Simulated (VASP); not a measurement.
# PtS2 (P-3m1) in VASP: notebook

The runs below take PtS2 through relaxation of cell and atoms, with PBEsol.

Program: VASP 6.6.1. These are calculated values, not measurements. Logs are shortened: lines on timing, memory, paths and dates and some standing lists are left out, and cuts for length are marked.

### 1 The cell of the first run

It takes space group P-3m1 (No. 164, trigonal). Conventional cell: a = 3.572 Å, b = 3.572 Å, c = 4.768 Å, α = 90.00°, β = 90.00°, γ = 120.00°. Pt (site symmetry -3m) has 6 S at 2.38 Å within 3.1 Å. S (site symmetry 3m) has 3 Pt at 2.38 Å and 6 S at 3.15 to 3.16 Å within 3.2 Å.

### 2 Relaxation of cell and atoms, PBEsol, target pressure 50 GPa, at which the enthalpy is minimised

The input, INCAR:

```
  PREC = Accurate
  ENCUT = 600
  EDIFF = 1E-6
  ISMEAR = 0
  SIGMA = 0.02
  LREAL = False
  LASPH = True
  NELM = 100
  ALGO = Normal
  ISIF = 3
  LWAVE = False
  LCHARG = False
  GGA = PS
  IBRION = 2
  NSW = 80
  EDIFFG = -0.001
  PSTRESS = 500.0
```

The input, KPOINTS:

```
regular mesh
0
Gamma
  12 12 8
```

The input, POSCAR:

```
PtS2
1.0
    3.5716654603      0.0000000000      0.0000000000
   -1.7858327301      3.0931530224      0.0000000000
    0.0000000000      0.0000000000      4.7678987810
Pt S
1 2
Direct
    0.0000000000      0.0000000000      0.0000000000
    0.3333333333      0.6666666667      0.2509787592
    0.6666666667      0.3333333333      0.7490212408
```

Potentials or basis: VASP PAW PBE potentials, release 64 (Pt, S).

The run is started by

```
> cat potpaw_PBE.64/Pt/POTCAR potpaw_PBE.64/S/POTCAR > POTCAR
> mpirun -np 1 vasp_std > vasp.out
```

OUTCAR:

```text
PREC = Accurate
   ENCUT = 600
   EDIFF = 1E-6
   ISMEAR = 0
   LREAL = False
   LASPH = True
   NELM = 100
   ISIF = 3
   GGA = PS
   IBRION = 2
   NSW = 80
   EDIFFG = -0.001
   PSTRESS = 500.0

 ion  position               nearest neighbor table
   1  0.000  0.000  0.000-   2 2.38   3 2.38   2 2.38   3 2.38   3 2.38   2 2.38
   2  0.333  0.667  0.251-   1 2.38   1 2.38   1 2.38
   3  0.667  0.333  0.749-   1 2.38   1 2.38   1 2.38

  LATTYP: Found a hexagonal cell.
 ALAT       =     3.5716654603
 C/A-ratio  =     1.3349231147

  Lattice vectors:

 A1 = (   3.5716654603,   0.0000000000,   0.0000000000)
 A2 = (  -1.7858327301,   3.0931530224,   0.0000000000)
 A3 = (   0.0000000000,   0.0000000000,   4.7678987810)

Analysis of symmetry for initial positions (statically):
=====================================================================
 Subroutine PRICEL returns:
 Original cell was already a primitive cell.

 Routine SETGRP: Setting up the symmetry group for a
 hexagonal supercell.

 Subroutine GETGRP returns: Found 12 space group operations
 (whereof 12 operations were pure point group operations)
 out of a pool of 24 trial point group operations.

The static configuration has the point symmetry D_3d.

Analysis of symmetry for dynamics (positions and initial velocities):
=====================================================================
 Subroutine PRICEL returns:
 Original cell was already a primitive cell.

 Routine SETGRP: Setting up the symmetry group for a
 hexagonal supercell.

 Subroutine GETGRP returns: Found 12 space group operations
 (whereof 12 operations were pure point group operations)
 out of a pool of 24 trial point group operations.

The dynamic configuration has the point symmetry D_3d.

 Subroutine INISYM returns: Found 12 space group operations
 (whereof 12 operations are pure point group operations),
 and found     1 'primitive' translations

----------------------------------------------------------------------------------------

                                     Primitive cell

  volume of cell :      52.6744

  direct lattice vectors                    reciprocal lattice vectors
     3.571665460  0.000000000  0.000000000     0.279981429  0.161647353  0.000000000
    -1.785832730  3.093153022  0.000000000     0.000000000  0.323294707  0.000000000
     0.000000000  0.000000000  4.767898781     0.000000000  0.000000000  0.209735996

  length of vectors
     3.571665460  3.571665460  4.767898781     0.323294707  0.323294707  0.209735996

  position of ions in fractional coordinates (direct lattice)
     0.000000000  0.000000000  0.000000000
     0.333333333  0.666666667  0.250978759
     0.666666667  0.333333333  0.749021241

  ion indices of the primitive-cell ions
   primitive index   ion index
                 1           1
                 2           2
                 3           3

----------------------------------------------------------------------------------------

 KPOINTS: regular mesh

Automatic generation of k-mesh.
 Grid dimensions read from file:
 generate k-points for:   12   12    8

 Generating k-lattice:

  Cartesian coordinates                     Fractional coordinates (reciprocal lattice)
     0.023331786  0.013470613  0.000000000     0.083333333 -0.000000000  0.000000000
     0.000000000  0.026941226  0.000000000     0.000000000  0.083333333  0.000000000
     0.000000000  0.000000000  0.026217000     0.000000000  0.000000000  0.125000000

  Length of vectors
     0.026941226  0.026941226  0.026217000

  Shift w.r.t. Gamma in fractional coordinates (k-lattice)
     0.000000000  0.000000000  0.000000000

 Subroutine IBZKPT returns following result:
 ===========================================

 Found    131 irreducible k-points:

 Following reciprocal coordinates:
            Coordinates               Weight
  0.000000  0.000000  0.000000      1.000000
  0.083333 -0.000000  0.000000      6.000000
  0.166667  0.000000  0.000000      6.000000
  0.250000  0.000000  0.000000      6.000000
  0.333333 -0.000000  0.000000      6.000000
  0.416667 -0.000000  0.000000      6.000000
[... 16 lines left out ...]
  0.166667  0.000000  0.125000      6.000000
  0.000000  0.166667  0.125000      6.000000
 [... further k-points ...]
   k-points           NKPTS =    131   k-points in BZ     NKDIM =    131   number of bands    NBANDS=     15
   number of dos      NEDOS =    301   number of ions     NIONS =      3
   total plane-waves  NPLWV =  36000
   dimension x,y,z NGX =    30 NGY =   30 NGZ =   40
   dimension x,y,z NGXF=    60 NGYF=   60 NGZF=   80
   ions per type =               1   2
   NGX,Y,Z   is equivalent  to a cutoff of  13.96, 13.96, 13.95 a.u.
   NGXF,Y,Z  is equivalent  to a cutoff of  27.93, 27.93, 27.89 a.u.
 SYSTEM =  unknown system
   PREC   = accura    normal or accurate (medium, high low for compatibility)
   ISTART =      0    job   : 0-new  1-cont  2-samecut
   ICHARG =      2    charge: 1-file 2-atom 10-const
   ISPIN  =      1    spin polarized calculation?
   LNONCOLLINEAR =      F non collinear calculations
   LSORBIT =      F    spin-orbit coupling
   LASPH  =      T    aspherical Exc in radial PAW
   ENCUT  =  600.0 eV  44.10 Ry    6.64 a.u.   7.13  7.13  9.52*2*pi/ulx,y,z
   NELM   =    100;   NELMIN=  2; NELMDL= -5     # of ELM steps
   EDIFF  = 0.1E-05   stopping-criterion for ELM
   LREAL  =      F    real-space projection
   EDIFFG = -.1E-02   stopping-criterion for IOM
   NSW    =     80    number of steps for IOM
   IBRION =      2    ionic relax: 0-MD 1-quasi-New 2-CG
   NFREE  =      1    steps in history (QN), initial steepest desc. (CG)
   ISIF   =      3    stress and relaxation
   ISYM   =      2    0-nonsym 1-usesym 2-fastsym
   POTIM  = 0.5000    time-step for ionic-motion
   TEBEG  =    0.0;   TEEND  =   0.0 temperature during run
   PSTRESS=  500.0 pullay stress
   NELECT =      22.0000    total number of electrons
   NUPDOWN=      -1.0000    fix difference up-down
   EMIN   =  10.00;   EMAX   =-10.00  energy-range for DOS
   EFERMI =   0.00;   METHOD = LEGACY
   ISMEAR =     0;   SIGMA  =   0.02  broadening in eV -4-tet -1-fermi 0-gaus
   EFERMI_NEDOS =   21; number of points for ismear=-14 and -15
   IALGO  =     38    algorithm
   IMIX   =      4    mixing-type and parameters
     AMIX     =   0.40;   BMIX     =  1.00
     AMIX_MAG =   1.60;   BMIX_MAG =  1.00
  volume/ion in A,a.u.               =      17.56       118.49
  Fermi-wavevector in a.u.,A,eV,Ry     =   1.223722  2.312499 20.374653  1.497495
  Thomas-Fermi vector in A             =   2.358822
   LORBIT       =      0    0 simple, 1 ext, 2 COOP (PROOUT), +10 PAW based schemes
   GGA     = PS    functional components
   LHFCALC =     F    Hartree Fock is set to
   AEXX    =    0.0000 exact exchange contribution
   IVDW    =     0    specifies the selected vdW correction
   LEPSILON=     F    determine dielectric tensor
   LRPA    =     F    only Hartree local field effects (RPA)
 conjugate gradient relaxation of ions
 non-spin polarized calculation
 Gauss-broadening in eV      SIGMA  =   0.02
  energy-cutoff  :      600.00
  volume of cell :       52.67
 maximum number of plane-waves:      1797
 NGX is ok and might be reduce to    30
   NGX = 15   NGY = 15   NGZ = 19

--------------------------------------- Ionic step        1  -------------------------------------------

 number of electron      22.0000003 magnetization

 Free energy of the ion-electron system (eV)
  ---------------------------------------------------
  ext. energy  EPLUGINS =         0.00000000
  ---------------------------------------------------
  free energy    TOTEN  =       -16.99840824 eV

  energy without entropy =      -16.99840824  energy(sigma->0) =      -16.99840824

------------------------ aborting loop because EDIFF is reached ----------------------------------------

  FORCE on cell =-STRESS in cart. coord.  units (eV):
  Direction    XX          YY          ZZ          XY          YZ          ZX
  --------------------------------------------------------------------------------------
  -------------------------------------------------------------------------------------
  Total       -0.0896300     -0.0896300     -0.0223912     -0.0000000      0.0000000      0.0000000
  in kB       -2.7262442     -2.7262442     -0.6810644     -0.0000000      0.0000000      0.0000000
  external PRESSURE =    -502.0445176 kB  Pullay stress =     500.0000000 kB
[... 65 lines left out ...]
--------------------------------------- Ionic step        3  -------------------------------------------

 number of electron      22.0000001 magnetization

 E-fermi :   9.9400     XC(G=0): -11.8282

 val. band max:        9.7864985446   @ k =   0.0000   0.1667   0.2500
 cond. band min:      10.2865177710   @ k =   0.1667   0.1667   0.5000
 fundamental gap:      0.5000192265
 Fermi energy:         9.9399598623

 k-point     1 :       0.0000    0.0000    0.0000
  band No.  band energies     occupation
      1      -7.4799      2.00000
      2      -3.1156      2.00000
      3       0.9205      2.00000
      4       1.4070      2.00000
      5       1.4070      2.00000
      6       4.7188      2.00000
      7       4.7188      2.00000
      8       7.1091      2.00000
      9       8.1486      2.00000
     10       8.1486      2.00000
     11       9.7826      2.00000
     12      11.5511      0.00000
     13      11.5511      0.00000
     14      13.2389      0.00000
[... 449 lines left out ...]
  energy  without entropy=      -16.4311609507  energy(sigma->0) =      -16.43116095

  enthalpy is  TOTEN    =        -2.1763082775 eV   P V=       14.2548526732

[... ionic steps 4 to 34 ...]

--------------------------------------- Ionic step       35  -------------------------------------------

 number of electron      22.0000001 magnetization

------------------------ aborting loop because EDIFF is reached ----------------------------------------
[... 73 lines left out ...]
--------------------------------------- Ionic step       37  -------------------------------------------

 number of electron      22.0000001 magnetization

 Free energy of the ion-electron system (eV)
  ---------------------------------------------------
  ext. energy  EPLUGINS =         0.00000000
  ---------------------------------------------------
  free energy    TOTEN  =       -15.57890576 eV

  energy without entropy =      -15.57884806  energy(sigma->0) =      -15.57887691

 E-fermi :  12.5886     XC(G=0): -12.9796

 val. band max:       12.5821463717   @ k =   0.0000   0.0833   0.2500
 cond. band min:      12.6370206839   @ k =   0.0833   0.0833   0.3750
 fundamental gap:      0.0548743122
 Fermi energy:        12.5886258935

 k-point     1 :       0.0000    0.0000    0.0000
  band No.  band energies     occupation
      1      -6.0626      2.00000
      2       1.0213      2.00000
      3       3.1783      2.00000
      4       4.2342      2.00000
      5       4.2342      2.00000
      6       7.8844      2.00000
      7       7.8844      2.00000
      8      10.0852      2.00000
      9      11.0945      2.00000
     10      11.0945      2.00000
     11      12.5481      1.99586
     12      12.5481      1.99586
     13      12.8980      0.00000
     14      15.7972      0.00000
[... 449 lines left out ...]
  energy  without entropy=      -15.5788480616  energy(sigma->0) =      -15.57887691

  enthalpy is  TOTEN    =        -3.7248228962 eV   P V=       11.8540828642

 reached required accuracy - stopping structural energy minimisation
```

It took 18 min on 1 thread of Intel Xeon Platinum 8488C (Sapphire Rapids), shared host; peak memory 0.3 GiB.

Results:

```yaml
Free_energy: -15.5789 eV
Relaxed_volume: 12.66 Å³/atom
Relaxed_cell: a = 3.381 Å, b = 3.381 Å, c = 3.836 Å, α = 90.00°, β = 90.00°, γ = 120.00°
Space_group_after_relaxing_to_0.1_Å: P-3m1 (No. 164)
Energy_change_on_relaxing_the_run_minimises_the_enthalpy: +473.2 meV/atom
Ionic_steps: 37
Pressure_after_relaxing: 50.0 GPa
Band_gap_on_the_k_mesh: zero (bands 11 and 12 overlap by 0.70 eV)
```

Step by step:
| step | energy change (eV) | largest force (eV/Å) | pressure (GPa) | volume (Å³) |
| --- | --- | --- | --- | --- |
| 1 | 0.0000 | 0.0255 | -0.20 | 52.67 |
| 2 | 47.9104 | 47.7943 | 1084.08 | 20.88 |
| 3 | 0.5672 | 2.2139 | 30.06 | 45.68 |
| 4 | 0.8358 | 2.7802 | 38.47 | 44.42 |
| 5 | 1.2618 | 3.5633 | 50.50 | 42.88 |
| 6 | 1.2959 | 2.1040 | 52.93 | 39.34 |
| 7 | 2.5202 | 1.2986 | 72.44 | 35.33 |
| 8 | 1.6480 | 0.9422 | 59.83 | 37.43 |
| 9 | 1.7941 | 0.4838 | 62.08 | 36.93 |
| 10 | 0.7684 | 1.8082 | 18.59 | 41.56 |
| 11 | 1.4321 | 0.1984 | 49.73 | 37.96 |
| 12 | 1.4455 | 0.1728 | 50.24 | 37.91 |
| 13 | 1.4155 | 0.0445 | 49.85 | 38.00 |
| 14 | 1.4007 | 0.0266 | 49.67 | 38.05 |
| 15 | 1.4363 | 0.0435 | 50.69 | 37.93 |
| 16 | 1.4278 | 0.0402 | 50.41 | 37.96 |
| 17 | 1.4173 | 0.0169 | 49.85 | 37.99 |
| 18 | 1.4200 | 0.0022 | 50.01 | 37.98 |
| 19 | 1.4197 | 0.0040 | 49.99 | 37.98 |
| 20 | 1.4192 | 0.0066 | 49.96 | 37.99 |
| 21 | 1.4194 | 0.0054 | 49.95 | 37.98 |
| 22 | 1.4225 | 0.0016 | 50.05 | 37.97 |
| 23 | 1.4212 | 0.0015 | 50.06 | 37.98 |
| 24 | 1.4204 | 0.0037 | 50.01 | 37.98 |
| 25 | 1.4205 | 0.0030 | 50.02 | 37.98 |
| 26 | 1.4205 | 0.0031 | 50.01 | 37.98 |
| 27 | 1.4202 | 0.0010 | 50.01 | 37.98 |
| 28 | 1.4199 | 0.0003 | 50.02 | 37.98 |
| 29 | 1.4188 | 0.0001 | 50.01 | 37.99 |
| 30 | 1.4178 | 0.0001 | 49.98 | 37.99 |
| 31 | 1.4185 | 0.0002 | 49.96 | 37.99 |
| 32 | 1.4187 | 0.0004 | 49.98 | 37.99 |
| 33 | 1.4188 | 0.0002 | 49.98 | 37.99 |
| 34 | 1.4194 | 0.0008 | 49.99 | 37.99 |
| 35 | 1.4212 | 0.0025 | 50.04 | 37.98 |
| 36 | 1.4198 | 0.0012 | 50.03 | 37.98 |
| 37 | 1.4195 | 0.0007 | 50.00 | 37.98 |

Final structure:
```cif
data_structure
_symmetry_space_group_name_H-M 'P 1'
_symmetry_Int_Tables_number 1
_cell_length_a 3.3813
_cell_length_b 3.3813
_cell_length_c 3.8364
_cell_angle_alpha 90.000
_cell_angle_beta 90.000
_cell_angle_gamma 120.000
_cell_volume 37.98
loop_
_atom_site_label
_atom_site_type_symbol
_atom_site_fract_x
_atom_site_fract_y
_atom_site_fract_z
_atom_site_occupancy
Pt1 Pt 0.00000 0.00000 0.00000 1
S1 S 0.33333 0.66667 0.30586 1
S2 S 0.66667 0.33333 0.69414 1
```

Caveat: the cell is relaxed towards a set pressure, so the run minimises the enthalpy, not the energy; the volume moved by over 15 % at a fixed basis, so the end points are rough; the PAW data sets were made with another functional, which shifts forces and pressure a little; spin-orbit coupling is left out, which moves the levels of the heavy elements.

### 3 Relaxation of cell and atoms, PBEsol

This run uses another cell than the first one, of 18.26 Å³/atom.

The input, INCAR:

```
SYSTEM = PtS2
PREC = Accurate
ENCUT = 600
EDIFF = 1E-7
ISMEAR = 0
SIGMA = 0.02
LREAL = .False.
LASPH = .True.
NELM = 80
ALGO = Normal
ISIF = 3
LWAVE = .False.
LCHARG = .False.
GGA = PS
IBRION = 2
NSW = 100
EDIFFG = -0.005
```

The input, KPOINTS:

```
Automatic mesh
0
Gamma
  12 12 8
  0 0 0
```

The input, POSCAR:

```
PtS2
1.0
    3.5431994758      0.0000000000      0.0000000000
   -1.7715997379      3.0685007567      0.0000000000
    0.0000000000      0.0000000000      5.0388000000
Pt S
1 2
Direct
    0.0000000000      0.0000000000      0.0000000000
    0.3333333333      0.6666666667      0.2500000000
    0.6666666667      0.3333333333      0.7500000000
```

Potentials or basis: VASP PAW PBE potentials, release 64 (Pt, S).

The run is started by

```
> cat potpaw_PBE.64/Pt/POTCAR potpaw_PBE.64/S/POTCAR > POTCAR
> mpirun -np 1 vasp_std > vasp.out
```

Run time: 11 min. Hardware: 1 thread of Intel Xeon Platinum 8488C (Sapphire Rapids), shared host; peak memory 0.29 GiB.

Results (log left out):

```yaml
Free_energy: -16.9988 eV
Relaxed_volume: 17.71 Å³/atom
Relaxed_cell: a = 3.566 Å, b = 3.566 Å, c = 4.824 Å, α = 90.00°, β = 90.00°, γ = 120.00°
Space_group_after_relaxing_to_0.1_Å: P-3m1 (No. 164)
Energy_gained_by_relaxing: 11.2 meV/atom
Ionic_steps: 19
Pressure_after_relaxing: 0.0 GPa
Band_gap_on_the_k_mesh: 0.35 eV (least direct gap 0.69 eV)
```

Stress tensor (GPa, compression positive):
```
 0.04  0.00  0.00
 0.00  0.04  0.00
 0.00  0.00 -0.04
```

The path:
```
step  energy change (eV)  largest force (eV/Å)  pressure (GPa)  volume (Å³)
   1              0.0000                0.5927           -3.05        54.78
   2              0.0131                0.4770            6.62        52.07
   3             -0.0209                0.1466            0.91        53.56
   4             -0.0309                0.0518            0.24        53.86
   5             -0.0326                0.0061           -0.17        54.05
   6             -0.0326                0.0032           -0.14        54.04
   7             -0.0326                0.0354            0.14        53.92
   8             -0.0326                0.0268            0.06        53.95
   9             -0.0327                0.0292            0.06        53.92
  10             -0.0328                0.0364            0.04        53.81
  11             -0.0330                0.0510            0.02        53.60
  12             -0.0331                0.0379           -0.06        53.57
  13             -0.0333                0.0006           -0.32        53.48
  14             -0.0333                0.0008           -0.26        53.42
  15             -0.0335                0.0007           -0.09        53.24
  16             -0.0334                0.0006            0.26        52.88
  17             -0.0335                0.0008            0.03        53.12
  18             -0.0335                0.0005            0.02        53.13
  19             -0.0335                0.0012            0.02        53.12
```

Final structure:
```
CELL_PARAMETERS angstrom
3.56574 0.00000 0.00000
-1.78287 3.08802 0.00000
0.00000 0.00000 4.82414
ATOMIC_POSITIONS crystal
Pt 0.00000 0.00000 0.00000
S 0.33333 0.66667 0.24842
S 0.66667 0.33333 0.75158
```

Levels at points of the mesh, in eV from the valence-band top:
| k point | band 7 | band 8 | band 9 | band 10 | band 11 | band 12 | band 13 | band 14 | band 15 |
| --- | --- | --- | --- | --- | --- | --- | --- | --- | --- |
| (0.00, 0.00, 0.00) | -4.13 | -2.30 | -1.41 | -1.41 | 0.00 | 1.61 | 1.61 | 3.93 | 5.11 |
| (0.50, 0.00, 0.00) | -3.76 | -3.74 | -3.46 | -3.36 | -2.77 | 1.06 | 2.42 | 5.25 | 6.22 |
| (0.00, 0.00, 0.50) | -4.17 | -3.06 | -1.78 | -1.78 | -1.33 | 2.44 | 2.44 | 5.23 | 6.85 |
| (0.50, 0.00, 0.50) | -3.49 | -3.48 | -3.11 | -3.09 | -1.51 | 1.21 | 1.86 | 4.94 | 5.02 |

Caveat: the PAW data sets were made with another functional, which shifts forces and pressure a little; spin-orbit coupling is left out, which moves the levels of the heavy elements. A k mesh can miss the band edges.

The gap in the log of VASP goes by the Fermi energy; the results here count the filled bands.